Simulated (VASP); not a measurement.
Input of a VASP 6.6.1 run:

The input INCAR:

```
PREC = Accurate
ENCUT = 520
EDIFF = 1E-7
ISMEAR = 0
SIGMA = 0.02
LREAL = F
LASPH = T
NELM = 100
ALGO = Normal
ISIF = 2
LWAVE = F
LCHARG = F
GGA = CA
NBANDS = 20
```

The input KPOINTS:

```
Automatic mesh
0
Gamma
  12 12 8
```

POSCAR

```
SnSe2
1.0
    3.7804513737      0.0000000000      0.0000000000
   -1.8902256869      3.2739669274      0.0000000000
    0.0000000000      0.0000000000      5.6623501252
Sn Se
1 2
Direct
    0.0000000000      0.0000000000      0.0000000000
    0.3333333333      0.6666666667      0.2782996968
    0.6666666667      0.3333333333      0.7217003032
```

Potentials or basis: VASP PAW LDA potentials, release 64 (Sn_d, Se).

The run is started by

```bash
$ cat potpaw_LDA.64/Sn_d/POTCAR potpaw_LDA.64/Se/POTCAR > POTCAR
$ mpirun -np 1 vasp_std > vasp.out
```

Q: Predict the largest force.

A: 0.025 eV/Å.

Q: Predict the pressure.

A: 2.2 GPa.

Q: Predict the band gap on the k mesh.

A: Zero (band 13 reaches 5.71 eV, above the bottom of band 14 at 5.68 eV).

Forces in eV/Å, atoms in the order of the input:
```
Sn   0.000  0.000  0.000
Se   0.000  0.000  0.025
Se   0.000  0.000 -0.025
```

Caveat: spin-orbit coupling is left out, which moves the levels of the heavy elements.
